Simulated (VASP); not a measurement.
# Cl in VASP: a series of runs, part 2 of 2

VASP 6.6.1. Earlier steps stand in the parts before.

**4. Single point, r2SCAN**

File POSCAR:

```
Cl
1.0
    9.9665550000      0.0000000000      0.0000000000
    0.0000000000      9.9665550000      0.0000000000
    0.0000000000      0.0000000000      9.9665550000
Cl
24
Direct
    0.1083122503      0.8197215588      0.5386816207
    0.2959397706      0.7605938060      0.5907758498
    0.1502926538      0.1589716808      0.1891325538
   -0.0347662758      0.2163937288      0.1170815793
    0.8726786738      0.6832952811      0.9721914945
    1.0103992804      0.8383037067      0.9672951185
    0.8434810223     -0.0467463431      0.4182086990
    0.8823811237      0.1320616803      0.5029019556
    0.2353872527      0.1036767469      0.8394073980
    0.3163279589      0.1662359762      0.6632683008
    0.3884391347      0.8484476331      0.3072475896
    0.4369112497      0.9330104535      0.1323426199
    0.7431655171      0.5319691709      0.6029465548
    0.5996756151      0.6563150457      0.5339558152
   -0.0165052016      0.5085709154      0.4544699748
    0.1404597677      0.4457809143      0.3568635301
    0.5781235342      0.4279512831      0.1204729217
    0.6125587026      0.4873499419     -0.0691613100
    0.6372011191     -0.0533484238      0.8393873309
    0.6151573939      0.1373694321      0.8643307542
    0.4884837338      0.1874970840      0.3469202749
    0.5123937007      0.3688837316      0.4148775580
    0.2152398697      0.4629483307      0.9102944799
    0.1028238945      0.4755605121      0.7373460539
```

File INCAR.step1:

```
  PREC = Accurate
  ENCUT = 520
  ISMEAR = -1
  SIGMA = 0.05
  LREAL = Auto
  LASPH = True
  NELM = 60
  NBANDS = 102
  GGA = PE
  ALGO = Normal
  EDIFF = 1E-4
  LWAVE = True
  LCHARG = False
```

File INCAR.step2:

```
  PREC = Accurate
  ENCUT = 520
  EDIFF = 1E-6
  ISMEAR = -1
  SIGMA = 0.05
  LREAL = Auto
  LASPH = True
  NELM = 60
  ALGO = Normal
  ISIF = 2
  LWAVE = False
  LCHARG = False
  METAGGA = R2SCAN
  LMIXTAU = True
  NBANDS = 102
  ISTART = 1
```

File KPOINTS:

```
regular mesh
0
Gamma
  1 1 1
```

Started as:

```sh
cat potpaw_PBE.64/Cl/POTCAR > POTCAR
cp INCAR.step1 INCAR
mpirun -np 1 vasp_gam > vasp.out
cp INCAR.step2 INCAR
mpirun -np 1 vasp_gam > vasp.out
```

It took 10 min on 1 thread of Intel Xeon Platinum 8488C (Sapphire Rapids), shared host; peak memory 1 GiB.

Results (log left out):

```yaml
Free_energy: -145.9336 eV
Pressure: -0.4 GPa
Largest_force: 1.268 eV/Å
```

Forces on the atoms (eV/Å):
```
Cl   0.640 -0.004  0.164
Cl  -0.608  0.162 -0.124
Cl  -1.095  0.193 -0.582
Cl   1.116 -0.350  0.467
Cl   0.769  0.946 -0.061
Cl  -0.797 -0.957  0.029
Cl   0.129  0.466  0.263
Cl  -0.106 -0.454 -0.241
Cl   0.364  0.251 -0.699
Cl  -0.405 -0.330  0.659
Cl   0.007  0.019  0.057
Cl   0.012 -0.069 -0.030
Cl  -0.437  0.408  0.186
Cl   0.290 -0.254  0.072
Cl  -0.744  0.080  0.310
Cl   0.866 -0.158 -0.395
Cl   0.035  0.276 -0.324
Cl   0.038 -0.181  0.238
Cl   0.142 -1.199 -0.177
Cl  -0.066  1.252  0.191
Cl  -0.167 -0.940 -0.246
Cl   0.033  0.798  0.257
Cl  -0.616  0.101 -0.893
Cl   0.601 -0.056  0.878
```

Stress tensor (GPa, compression positive):
```
-0.79 -0.08 -0.50
-0.08  0.09  0.41
-0.50  0.41 -0.65
```

Levels at points of the mesh, in eV from the Fermi level:
```tsv
k point	band 82	band 83	band 84	band 85	band 86	band 87
(0.00, 0.00, 0.00)	-1.19	-1.16	-1.11	1.08	1.51	1.55
```

Caveat: the k points lie up to 0.63 Å⁻¹ apart; the PAW data sets were made with another functional, which shifts forces and pressure a little.

**5. Single point, r2SCAN**

File POSCAR:

```
Cl
1.0
    9.9665550000      0.0000000000      0.0000000000
    0.0000000000      9.9665550000      0.0000000000
    0.0000000000      0.0000000000      9.9665550000
Cl
24
Direct
    0.1181050022      0.8308788744      0.5598423929
    0.3001939988      0.7511421951      0.5895015881
    0.1137303712      0.1435300362      0.1888616478
   -0.0276725508      0.2192231920      0.0706161758
    0.8849095801      0.6908405161      1.0037369984
    1.0416337441      0.8056545115      0.9546127022
    0.8248286394     -0.0272511414      0.4690186328
    0.8736117946      0.1661858084      0.5041360831
    0.2172164805      0.0692415785      0.8380027000
    0.3092944352      0.1507341303      0.6740644084
    0.3307361470      0.8199021628      0.2663608438
    0.4124996049      0.9270103862      0.1173926196
    0.7208408522      0.5101762846      0.6243481323
    0.6305890049      0.6490206496      0.5090525262
   -0.0379669806      0.5081294389      0.4540284983
    0.1283592977      0.4881425929      0.3500908789
    0.5683508494      0.4275900750      0.0851246996
    0.5890099438      0.4503160821     -0.1193190626
    0.5760566214     -0.0796162766      0.8441031028
    0.6105820918      0.1156768813      0.8152766929
    0.5266313184      0.1843666141      0.3686228592
    0.4802662505      0.3706396042      0.4268375582
    0.2038818830      0.4719785322      0.9222444466
    0.1016800690      0.4602794045      0.7471588729
```

File INCAR.step1:

```
PREC = Accurate
ENCUT = 520
ISMEAR = -1
SIGMA = 0.05
LREAL = Auto
LASPH = True
NELM = 100
NBANDS = 102
GGA = PE
ALGO = Normal
EDIFF = 1E-4
LWAVE = True
LCHARG = False
```

File INCAR.step2:

```
PREC = Accurate
ENCUT = 520
EDIFF = 1E-6
ISMEAR = -1
SIGMA = 0.05
LREAL = Auto
LASPH = True
NELM = 100
ALGO = Normal
ISIF = 2
LWAVE = False
LCHARG = False
METAGGA = R2SCAN
LMIXTAU = True
NBANDS = 102
ISTART = 1
```

File KPOINTS:

```
Automatic mesh
0
Gamma
  1 1 1
```

Potentials or basis: VASP PAW PBE potentials, release 64 (Cl).

Started as:

```sh
cat potpaw_PBE.64/Cl/POTCAR > POTCAR
cp INCAR.step1 INCAR
mpirun -np 1 vasp_gam > vasp.out
cp INCAR.step2 INCAR
mpirun -np 1 vasp_gam > vasp.out
```

OUTCAR:

```text
PREC = Accurate
   ENCUT = 520
   EDIFF = 1E-6
   ISMEAR = -1
   LREAL = Auto
   LASPH = True
   NELM = 100
   ISIF = 2
   METAGGA = R2SCAN
   ISTART = 1

 ion  position               nearest neighbor table
   1  0.118  0.831  0.560-   2 2.00
   2  0.300  0.751  0.590-   1 2.00
   3  0.114  0.144  0.189-   4 1.99
   4  0.972  0.219  0.071-   3 1.99
   5  0.885  0.691  0.004-   6 2.00
[... 335 lines left out ...]
  -------------------------------------------------------------------------------------
  Total       -1.1023484     -4.6214601     -4.8169825     -0.2678930      1.3382866     -0.8584213
  in kB       -1.7839976     -7.4791904     -7.7956161     -0.4335476      2.1658307     -1.3892355
  external PRESSURE =      -5.6862680 kB  Pullay stress =       0.0000000 kB

 VOLUME and BASIS-vectors are now :
 -----------------------------------------------------------------------------
  energy-cutoff  :      520.00
  volume of cell :      990.00
      direct lattice vectors                 reciprocal lattice vectors
     9.966555000  0.000000000  0.000000000     0.100335572  0.000000000  0.000000000
     0.000000000  9.966555000  0.000000000     0.000000000  0.100335572  0.000000000
     0.000000000  0.000000000  9.966555000     0.000000000  0.000000000  0.100335572

 POSITION                                       TOTAL-FORCE (eV/Angst)
 -----------------------------------------------------------------------------------
      1.17710      8.28100      5.57970         0.232254     -0.100106      0.017860
      2.99190      7.48630      5.87530        -0.271212      0.113965      0.033272
      1.13350      1.43050      1.88230        -0.051545      0.004396     -0.095553
      9.69076      2.18490      0.70380        -0.005238     -0.042915      0.116822
      8.81950      6.88530      0.03725         0.218967      0.134937     -0.042174
      0.41495      8.02960      9.51420        -0.217710     -0.143845      0.025312
[... 16 lines left out ...]
      2.03200      4.70400      9.19160        -0.294862     -0.094367     -0.625973
      1.01340      4.58740      7.44660         0.298902      0.108337      0.607547
 -----------------------------------------------------------------------------------
    total drift:                               -0.003910      0.000468     -0.003579

  FREE ENERGIE OF THE ION-ELECTRON SYSTEM (eV)
  ---------------------------------------------------
  free  energy   TOTEN  =      -145.9499634830 eV

  energy  without entropy=     -145.9499634777  energy(sigma->0) =     -145.94996348
```

Run time: 11 min. Hardware: 1 thread of Intel Xeon Platinum 8488C (Sapphire Rapids), shared host; peak memory 1 GiB.

What came out:

```
Free energy   : -145.9500 eV
Pressure      : -0.6 GPa
Largest force : 1.140 eV/Å
```

Forces on the atoms (eV/Å):
```
Cl   0.232 -0.100  0.018
Cl  -0.271  0.114  0.033
Cl  -0.052  0.004 -0.096
Cl  -0.005 -0.043  0.117
Cl   0.219  0.135 -0.042
Cl  -0.218 -0.144  0.025
Cl   0.177  0.588  0.171
Cl  -0.091 -0.557 -0.144
Cl   0.500  0.509 -0.815
Cl  -0.656 -0.453  0.697
Cl   0.121  0.193 -0.092
Cl  -0.130 -0.290  0.164
Cl  -0.241  0.512 -0.318
Cl   0.163 -0.254  0.355
Cl  -0.297 -0.137  0.249
Cl   0.449  0.018 -0.296
Cl  -0.009  0.068 -0.997
Cl  -0.010 -0.074  1.138
Cl   0.119  0.264 -0.176
Cl   0.152 -0.205  0.163
Cl  -0.143  0.170  0.084
Cl  -0.015 -0.332 -0.218
Cl  -0.295 -0.094 -0.626
Cl   0.299  0.108  0.608
```

Caveat: the k points lie up to 0.63 Å⁻¹ apart; the PAW data sets were made with another functional, which shifts forces and pressure a little.

**6. Summary**

```tsv
cell	pressure (GPa)	largest force (eV/Å)
as given, atomic positions A	-0.5	0.48
as given, atomic positions B	-0.4	1.50
as given, atomic positions C	-0.4	1.27
as given, atomic positions D	-0.6	1.14
```

Alike in all rows: task single point; level r2SCAN; potentials or basis VASP PAW PBE potentials, release 64 (Cl); no spin polarisation; k mesh 1 × 1 × 1; cutoff (eV) 520; smearing fermi-dirac 0.05 eV.

Caveats: all runs use coarse meshes; the PAW data sets were made with another functional, which shifts forces and pressure a little.

Absolute energies hang on the potentials; compare differences alone.
